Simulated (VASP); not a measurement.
# MgO in VASP: further runs

Runs on MgO. Level: PBE. Tasks: single point.

All numbers are computed with VASP 6.6.1; they aren't measurements. Logs are shortened: lines on timing, memory, paths and dates and some standing lists are left out, and cuts for length are marked.

## Step 1: The cell of the first run

The structure is monoclinic, space group Cm (No. 8). The conventional cell has a = 5.993 Å, b = 3.299 Å, c = 4.146 Å, α = 90.00°, β = 90.43°, γ = 90.00°. Within 2.5 Å of Mg (site symmetry m) lie 5 O at 1.92 to 2.11 Å. Within 2.5 Å of Mg (site symmetry m) lie 5 O at 1.91 to 2.10 Å. Within 2.5 Å of O (site symmetry m) lie 5 Mg at 1.91 to 2.11 Å. O (site symmetry m) has 5 Mg at 1.92 to 2.10 Å within 2.5 Å.

## Step 2: Single point, PBE (strained and its atoms moved)

Input file INCAR:

```
SYSTEM = MgO
  ALGO = Normal
  EDIFF = 1E-7
  ENCUT = 520
  GGA = PE
  ISIF = 2
  ISMEAR = 0
  LASPH = .True.
  LCHARG = .False.
  LREAL = .False.
  LWAVE = .False.
  NBANDS = 16
  NELM = 100
  PREC = Accurate
  SIGMA = 0.02
```

Input file KPOINTS:

```
k-points
0
Gamma
  9 9 6
  0 0 0
```

Input file POSCAR:

```
MgO
1.0
    3.4199972282      0.0697275573      0.0111912729
   -1.6496127782      2.8571950614     -0.0000099466
    0.0134115123      0.0077293763      4.1462045459
Mg O
2 2
Direct
    0.6645749747      0.3322874823      0.7500295186
    0.3389348606      0.6694674353      0.2577233611
    0.6600930289      0.3300465094      0.2401911342
    0.3363971358      0.6681985729      0.7520559861
```

Potentials or basis: VASP PAW PBE potentials, release 64 (Mg, O).

On the command line:

```console
$ cat potpaw_PBE.64/Mg/POTCAR potpaw_PBE.64/O/POTCAR > POTCAR
$ mpirun -np 1 vasp_std > vasp.out
```

OUTCAR:

```text
SYSTEM = MgO
   EDIFF = 1E-7
   ENCUT = 520
   GGA = PE
   ISIF = 2
   ISMEAR = 0
   LASPH = .True.
   LREAL = .False.
   NELM = 100
   PREC = Accurate

 ion  position               nearest neighbor table
   1  0.665  0.332  0.750-   4 1.92   4 1.92   4 2.01   3 2.03   3 2.11   2 2.81   2 2.81   2 2.84
                             2 2.84   2 2.86   2 2.93
   2  0.339  0.669  0.258-   3 1.91   3 1.91   3 2.04   4 2.05   4 2.10   1 2.81   1 2.81   1 2.84
                             1 2.84   1 2.86   1 2.93
   3  0.660  0.330  0.240-   2 1.91   2 1.91   1 2.03   2 2.04   1 2.11
   4  0.336  0.668  0.752-   1 1.92   1 1.92   1 2.01   2 2.05   2 2.10

  LATTYP: Found a base centered monoclinic cell.
 ALAT       =     5.9933692341
 B/A-ratio  =     0.5504766630
 C/A-ratio  =     0.6918034380
 COS(beta)  =    -0.0074662038

  Lattice vectors:

 A1 = (  -3.4199972282,  -0.0697275573,  -0.0111912729)
 A2 = (  -1.7703844500,  -2.9269226187,  -0.0111813263)
 A3 = (   0.0134115123,   0.0077293763,   4.1462045459)

Analysis of symmetry for initial positions (statically):
=====================================================================
 Subroutine PRICEL returns:
 Original cell was already a primitive cell.

 Routine SETGRP: Setting up the symmetry group for a
 base centered monoclinic supercell.

 Subroutine GETGRP returns: Found  2 space group operations
 (whereof  2 operations were pure point group operations)
 out of a pool of  4 trial point group operations.

The static configuration has the point symmetry C_1h.

Analysis of symmetry for dynamics (positions and initial velocities):
=====================================================================
 Subroutine PRICEL returns:
 Original cell was already a primitive cell.

 Routine SETGRP: Setting up the symmetry group for a
 base centered monoclinic supercell.

 Subroutine GETGRP returns: Found  2 space group operations
 (whereof  2 operations were pure point group operations)
 out of a pool of  4 trial point group operations.

The dynamic configuration has the point symmetry C_1h.

 Subroutine INISYM returns: Found  2 space group operations
 (whereof  2 operations are pure point group operations),
 and found     1 'primitive' translations

----------------------------------------------------------------------------------------

                                     Primitive cell

  volume of cell :      40.9914

  direct lattice vectors                    reciprocal lattice vectors
     3.419997228  0.069727557  0.011191273     0.289000096  0.166855335 -0.001245866
    -1.649612778  2.857195061 -0.000009947    -0.007050706  0.345922850 -0.000622065
     0.013411512  0.007729376  4.146204546    -0.000780075 -0.000449540  0.241187796

  length of vectors
     3.420726271  3.299209896  4.146233441     0.333711418  0.345995257  0.241189477

  position of ions in fractional coordinates (direct lattice)
     0.664574975  0.332287482  0.750029519
     0.338934861  0.669467435  0.257723361
     0.660093029  0.330046509  0.240191134
     0.336397136  0.668198573  0.752055986

  ion indices of the primitive-cell ions
   primitive index   ion index
                 1           1
                 2           2
                 3           3
                 4           4

----------------------------------------------------------------------------------------

 KPOINTS: k-points

Automatic generation of k-mesh.
 Grid dimensions read from file:
 generate k-points for:    9    9    6

 Generating k-lattice:

  Cartesian coordinates                     Fractional coordinates (reciprocal lattice)
     0.032111122  0.018539482 -0.000138430     0.111111111  0.000000000 -0.000000000
    -0.000783412  0.038435872 -0.000069118     0.000000000  0.111111111  0.000000000
    -0.000130012 -0.000074923  0.040197966    -0.000000000  0.000000000  0.166666667

  Length of vectors
     0.037079046  0.038443917  0.040198246

  Shift w.r.t. Gamma in fractional coordinates (k-lattice)
     0.000000000  0.000000000  0.000000000

 Subroutine IBZKPT returns following result:
 ===========================================

 Found    140 irreducible k-points:

 Following reciprocal coordinates:
            Coordinates               Weight
  0.000000  0.000000  0.000000      1.000000
  0.111111  0.000000  0.000000      2.000000
  0.222222  0.000000  0.000000      2.000000
  0.333333  0.000000 -0.000000      2.000000
  0.444444  0.000000  0.000000      2.000000
  0.000000  0.111111 -0.000000      4.000000
[... 16 lines left out ...]
  0.222222  0.444444  0.000000      4.000000
 -0.333333  0.444444  0.000000      4.000000
 [... further k-points ...]
   k-points           NKPTS =    140   k-points in BZ     NKDIM =    140   number of bands    NBANDS=     16
   number of dos      NEDOS =    301   number of ions     NIONS =      4
   total plane-waves  NPLWV =  25088
   dimension x,y,z NGX =    28 NGY =   28 NGZ =   32
   dimension x,y,z NGXF=    56 NGYF=   56 NGZF=   64
   ions per type =               2   2
   NGX,Y,Z   is equivalent  to a cutoff of  13.61, 14.11, 12.83 a.u.
   NGXF,Y,Z  is equivalent  to a cutoff of  27.22, 28.22, 25.66 a.u.
 SYSTEM =  MgO
   PREC   = accura    normal or accurate (medium, high low for compatibility)
   ISTART =      0    job   : 0-new  1-cont  2-samecut
   ICHARG =      2    charge: 1-file 2-atom 10-const
   ISPIN  =      1    spin polarized calculation?
   LNONCOLLINEAR =      F non collinear calculations
   LSORBIT =      F    spin-orbit coupling
   LASPH  =      T    aspherical Exc in radial PAW
   ENCUT  =  520.0 eV  38.22 Ry    6.18 a.u.   6.36  6.13  7.71*2*pi/ulx,y,z
   NELM   =    100;   NELMIN=  2; NELMDL= -5     # of ELM steps
   EDIFF  = 0.1E-06   stopping-criterion for ELM
   LREAL  =      F    real-space projection
   EDIFFG = 0.1E-05   stopping-criterion for IOM
   NSW    =      0    number of steps for IOM
   IBRION =     -1    ionic relax: 0-MD 1-quasi-New 2-CG
   NFREE  =      0    steps in history (QN), initial steepest desc. (CG)
   ISIF   =      2    stress and relaxation
   ISYM   =      2    0-nonsym 1-usesym 2-fastsym
   POTIM  = 0.5000    time-step for ionic-motion
   TEBEG  =    0.0;   TEEND  =   0.0 temperature during run
   PSTRESS=    0.0 pullay stress
   NELECT =      16.0000    total number of electrons
   NUPDOWN=      -1.0000    fix difference up-down
   EMIN   =  10.00;   EMAX   =-10.00  energy-range for DOS
   EFERMI =   0.00;   METHOD = LEGACY
   ISMEAR =     0;   SIGMA  =   0.02  broadening in eV -4-tet -1-fermi 0-gaus
   EFERMI_NEDOS =   21; number of points for ismear=-14 and -15
   IALGO  =     38    algorithm
   IMIX   =      4    mixing-type and parameters
     AMIX     =   0.40;   BMIX     =  1.00
     AMIX_MAG =   1.60;   BMIX_MAG =  1.00
  volume/ion in A,a.u.               =      10.25        69.16
  Fermi-wavevector in a.u.,A,eV,Ry     =   1.196421  2.260907 19.475688  1.431423
  Thomas-Fermi vector in A             =   2.332362
   LORBIT       =      0    0 simple, 1 ext, 2 COOP (PROOUT), +10 PAW based schemes
   GGA     = PE    functional components
   LHFCALC =     F    Hartree Fock is set to
   AEXX    =    0.0000 exact exchange contribution
   IVDW    =     0    specifies the selected vdW correction
   LEPSILON=     F    determine dielectric tensor
   LRPA    =     F    only Hartree local field effects (RPA)
 non-spin polarized calculation
 Gauss-broadening in eV      SIGMA  =   0.02
  energy-cutoff  :      520.00
  volume of cell :       40.99
 maximum number of plane-waves:      1120
 NGX is ok and might be reduce to    28
   NGX = 13   NGY = 13   NGZ = 15

 number of electron      16.0000000 magnetization

 Free energy of the ion-electron system (eV)
  ---------------------------------------------------
  ext. energy  EPLUGINS =         0.00000000
  ---------------------------------------------------
  free energy    TOTEN  =       -23.38032318 eV

  energy without entropy =      -23.38032318  energy(sigma->0) =      -23.38032318

 E-fermi :   2.6501     XC(G=0): -10.3956

 val. band max:        2.5232753245   @ k =   0.0000   0.0000   0.0000
 cond. band min:       6.2940811236   @ k =   0.0000   0.0000   0.0000
 fundamental gap:      3.7708057990
 Fermi energy:         2.6500503145

 k-point     1 :       0.0000    0.0000    0.0000
  band No.  band energies     occupation
      1     -14.7664      2.00000
      2     -13.2157      2.00000
      3      -1.4625      2.00000
      4       0.6347      2.00000
      5       0.6963      2.00000
      6       1.4956      2.00000
[... 8 lines left out ...]
     15      18.6947      0.00000
     16      18.7656      0.00000

 k-point     2 :       0.1111    0.0000    0.0000
  band No.  band energies     occupation
      1     -14.7013      2.00000
      2     -13.2234      2.00000
      3      -1.3644      2.00000
      4       0.3807      2.00000
      5       0.6166      2.00000
      6       1.2389      2.00000
[... 8 lines left out ...]
     15      18.2317      0.00000
     16      18.2336      0.00000

 k-point     3 :       0.2222    0.0000    0.0000
  band No.  band energies     occupation
      1     -14.5222      2.00000
      2     -13.2549      2.00000
      3      -1.0847      2.00000
      4      -0.2873      2.00000
      5       0.4461      2.00000
      6       0.8478      2.00000
[... 8 lines left out ...]
     15      17.3984      0.00000
     16      17.7977      0.00000

 k-point     4 :       0.3333    0.0000   -0.0000
  band No.  band energies     occupation
      1     -14.2813      2.00000
      2     -13.3248      2.00000
      3      -0.9757      2.00000
      4      -0.6767      2.00000
      5       0.2847      2.00000
      6       0.5550      2.00000
[... 8 lines left out ...]
     15      17.7245      0.00000
     16      17.8426      0.00000
[... 324 lines left out ...]
 k-point    22 :       0.1111    0.4444    0.0000
  band No.  band energies     occupation
      1     -13.8797      2.00000
      2     -13.5049      2.00000
      3      -1.3093      2.00000
      4      -0.0493      2.00000
      5       0.0879      2.00000
      6       0.3445      2.00000
[... 8 lines left out ...]
     15      17.7554      0.00000
     16      17.9840      0.00000

 k-point    23 :       0.2222    0.4444    0.0000
  band No.  band energies     occupation
      1     -13.8205      2.00000
      2     -13.5438      2.00000
      3      -1.3137      2.00000
      4      -0.0788      2.00000
      5       0.2019      2.00000
      6       0.3891      2.00000
[... 8 lines left out ...]
     15      17.4342      0.00000
     16      18.1944      0.00000

 k-point    24 :      -0.3333    0.4444    0.0000
  band No.  band energies     occupation
      1     -14.0273      2.00000
      2     -13.4147      2.00000
      3      -1.1052      2.00000
      4      -0.2239      2.00000
      5      -0.0873      2.00000
      6       0.4930      2.00000
[... 8 lines left out ...]
     15      17.5917      0.00000
     16      17.9200      0.00000

 [... further k-points ...]
[... 5 lines left out ...]
  --------------------------------------------------------------------------------------
  -------------------------------------------------------------------------------------
  Total        3.6600711      5.5880184      3.3438455     -1.6697000     -0.1165712     -0.2018499
  in kB      143.0564591    218.4116418    130.6965582    -65.2614024     -4.5562680     -7.8894441
  external PRESSURE =     164.0548863 kB  Pullay stress =       0.0000000 kB

 VOLUME and BASIS-vectors are now :
 -----------------------------------------------------------------------------
  energy-cutoff  :      520.00
  volume of cell :       40.99
      direct lattice vectors                 reciprocal lattice vectors
     3.419997228  0.069727557  0.011191273     0.289000096  0.166855335 -0.001245866
    -1.649612778  2.857195061 -0.000009947    -0.007050706  0.345922850 -0.000622065
     0.013411512  0.007729376  4.146204546    -0.000780075 -0.000449540  0.241187796

 POSITION                                       TOTAL-FORCE (eV/Angst)
 -----------------------------------------------------------------------------------
      1.73476      1.00155      3.11721         0.597768      0.345120      0.037982
      0.05825      1.93842      1.07236        -0.783210     -0.452182     -0.388226
      1.71629      0.99089      1.00327         0.857890      0.495298      0.608603
      0.05829      1.93844      3.12194        -0.672449     -0.388235     -0.258359
 -----------------------------------------------------------------------------------
    total drift:                                0.000138      0.000054     -0.000460

  FREE ENERGIE OF THE ION-ELECTRON SYSTEM (eV)
  ---------------------------------------------------
  free  energy   TOTEN  =       -23.3803231763 eV

  energy  without entropy=      -23.3803231763  energy(sigma->0) =      -23.38032318
```

Wall time 68 s (1 thread of Intel Xeon 6975P-C, shared host); peak memory 0.22 GiB.

What came out:

| Property | Result |
| --- | --- |
| Free energy | -23.3803 eV |
| Pressure | 16.4 GPa |
| Largest force | 1.163 eV/Å |
| Band gap on the k mesh | 3.77 eV, direct |

Forces on the atoms (eV/Å):
```
Mg   0.598  0.345  0.038
Mg  -0.783 -0.452 -0.388
O    0.858  0.495  0.609
O   -0.672 -0.388 -0.258
```

Caveat: the cell differs from its parent crystal (strained and its atoms moved); forces of over 1 eV/Å act on the atoms, so gaps and moduli don't describe the material at rest.

## Step 3: Single point, PBE (strained)

Input file INCAR:

```
SYSTEM = MgO
ALGO = Normal ; EDIFF = 1E-7
ENCUT = 520 ; GGA = PE
ISIF = 2 ; ISMEAR = 0
LASPH = .TRUE. ; LCHARG = .FALSE.
LREAL = .FALSE. ; LWAVE = .FALSE.
NBANDS = 16 ; NELM = 100
PREC = Accurate ; SIGMA = 0.02
```

Input file KPOINTS:

```
k-points
0
G
  9 9 6
  0 0 0
```

Input file POSCAR:

```
MgO
1.0
    3.5626946741      0.0000000000      0.0000000000
   -1.7813473371      3.0853840937      0.0000000000
    0.0000000000      0.0000000000      4.1441573057
Mg O
2 2
Direct
    0.6666666700      0.3333333300      0.7500000000
    0.3333333300      0.6666666700      0.2500000000
    0.6666666700      0.3333333300      0.2500000000
    0.3333333300      0.6666666700      0.7500000000
```

Potentials or basis: VASP PAW PBE potentials, release 64 (Mg, O).

On the command line:

```console
$ cat potpaw_PBE.64/Mg/POTCAR potpaw_PBE.64/O/POTCAR > POTCAR
$ mpirun -np 1 vasp_std > vasp.out
```

It took 46 s on 1 thread of AMD EPYC 7R13, shared host; peak memory 0.18 GiB.

The run converged. Its results:

* Free energy: -23.6582 eV
* Pressure: -0.2 GPa
* Band gap on the k mesh: 3.30 eV, direct

Stress tensor (GPa, compression positive):
```
-2.03  0.00  0.00
 0.00 -2.03  0.00
 0.00  0.00  3.44
```

Levels at points of the mesh, in eV from the valence-band top:
| k point | band 4 | band 5 | band 6 | band 7 | band 8 | band 9 | band 10 | band 11 | band 12 | band 13 |
| --- | --- | --- | --- | --- | --- | --- | --- | --- | --- | --- |
| (0.00, 0.00, 0.00) | -1.67 | -1.67 | -0.68 | -0.68 | 0.00 | 3.30 | 9.36 | 12.16 | 12.16 | 12.30 |
| (0.00, 0.00, 0.50) | -2.34 | -1.19 | -1.19 | -1.19 | -1.19 | 6.35 | 6.35 | 12.52 | 12.52 | 12.52 |

Caveat: the cell differs from its parent crystal (strained).

## Step 4: Single point, PBE (strained)

Input file INCAR:

```
  PREC = Accurate
  ENCUT = 520
  EDIFF = 1E-6
  ISMEAR = 0
  SIGMA = 0.02
  LREAL = F
  LASPH = T
  NELM = 80
  ALGO = Normal
  ISIF = 2
  LWAVE = F
  LCHARG = F
  GGA = PE
  NBANDS = 16
```

Input file KPOINTS:

```
regular mesh
0
Gamma
  9 9 6
```

Input file POSCAR:

```
MgO
1.0
    3.6527826781      0.0000000000      0.0000000000
   -1.8263913391      3.1634025937      0.0000000000
    0.0000000000      0.0000000000      4.1267766542
Mg O
2 2
Direct
    0.6666666700      0.3333333300      0.7500000000
    0.3333333300      0.6666666700      0.2500000000
    0.6666666700      0.3333333300      0.2500000000
    0.3333333300      0.6666666700      0.7500000000
```

On the command line:

```console
$ cat potpaw_PBE.64/Mg/POTCAR potpaw_PBE.64/O/POTCAR > POTCAR
$ mpirun -np 1 vasp_std > vasp.out
```

Run time: 50 s. Hardware: 1 thread of AMD EPYC 7R13, shared host; peak memory 0.18 GiB.

The run converged. Its results:

| Property | Result |
| --- | --- |
| Free energy | -23.5874 eV |
| Pressure | -4.6 GPa |
| Band gap on the k mesh | 3.14 eV, direct |

Stress tensor (GPa, compression positive):
```
-7.32  0.00  0.00
 0.00 -7.32  0.00
 0.00  0.00  0.73
```

Levels at points of the mesh, in eV from the valence-band top:
| k point | band 5 | band 6 | band 7 | band 8 | band 9 | band 10 | band 11 | band 12 |
| --- | --- | --- | --- | --- | --- | --- | --- | --- |
| (0.00, 0.00, 0.00) | -1.57 | -0.54 | -0.54 | 0.00 | 3.14 | 9.18 | 11.76 | 11.76 |
| (0.00, 0.00, 0.50) | -1.07 | -1.07 | -1.07 | -1.07 | 6.20 | 6.20 | 12.11 | 12.11 |

Caveat: the cell differs from its parent crystal (strained).

## Step 5: Single point, PBE (strained and its atoms moved)

Input file INCAR:

```
SYSTEM = MgO
PREC = Accurate
ENCUT = 520
EDIFF = 1E-6
ISMEAR = 0
SIGMA = 0.02
LREAL = .False.
LASPH = .True.
NELM = 80
ALGO = Normal
ISIF = 2
LWAVE = .False.
LCHARG = .False.
GGA = PE
NBANDS = 16
```

Input file KPOINTS:

```
regular mesh
0
Gamma
  9 9 6
  0 0 0
```

Input file POSCAR:

```
MgO
1.0
    3.6089240446      0.0000000000      0.0000000000
   -1.8044620223      3.1254199029      0.0000000000
    0.0000000000      0.0000000000      4.2622287506
Mg O
2 2
Direct
    0.6666666700      0.3333333300      0.7519301184
    0.3333333300      0.6666666700      0.2269645971
    0.6666666700      0.3333333300      0.2663775137
    0.3333333300      0.6666666700      0.7547277708
```

On the command line:

```console
$ cat potpaw_PBE.64/Mg/POTCAR potpaw_PBE.64/O/POTCAR > POTCAR
$ mpirun -np 1 vasp_std > vasp.out
```

Run time: 68 s. Hardware: 1 thread of AMD EPYC 7R13, shared host; peak memory 0.19 GiB.

The run converged. Its results:

- Free energy: -23.5335 eV
- Pressure: -5.8 GPa
- Largest force: 1.128 eV/Å
- Band gap on the k mesh: 3.02 eV, direct

Forces in eV/Å, atoms in the order of the input:
```
Mg   0.000  0.000 -0.305
Mg   0.000  0.000  1.128
O    0.000  0.000 -0.784
O    0.000  0.000 -0.039
```

Stress tensor (GPa, compression positive):
```
-7.09  0.00  0.00
 0.00 -7.09  0.00
 0.00  0.00 -3.26
```

Levels at points of the mesh, in eV from the valence-band top:
```csv
k point,band 6,band 7,band 8,band 9,band 10,band 11
"(0.00, 0.00, 0.00)",-0.64,-0.64,0.00,3.02,8.83,11.72
"(0.00, 0.00, 0.50)",-1.15,-1.07,-1.07,5.85,6.20,12.15
```

Caveat: the cell differs from its parent crystal (strained and its atoms moved); forces of over 1 eV/Å act on the atoms, so gaps and moduli don't describe the material at rest.

## Step 6: Overview

```csv
cell,gap on the mesh (eV),pressure (GPa),largest force (eV/Å)
"a = 3.421, b = 3.299, c = 4.146 Å, angles 90.0, 89.6, 118.8°, 4 atoms",3.77,16.4,1.16
"a = 3.563, b = 3.563, c = 4.144 Å, angles 90.0, 90.0, 120.0°, 4 atoms",3.30,-0.2,-
"a = 3.653, b = 3.653, c = 4.127 Å, angles 90.0, 90.0, 120.0°, 4 atoms",3.14,-4.6,-
"a = 3.609, b = 3.609, c = 4.262 Å, angles 90.0, 90.0, 120.0°, 4 atoms",3.02,-5.8,1.13
```

Alike in all rows: task single point; level PBE; potentials or basis VASP PAW PBE potentials, release 64 (Mg, O); no spin polarisation; k mesh 9 × 9 × 6; cutoff (eV) 520; smearing gaussian 0.02 eV.

Caveats: forces of over 1 eV/Å act on the atoms, so gaps and moduli don't describe the material at rest (some runs).

Absolute energies hang on the potentials; compare differences alone.
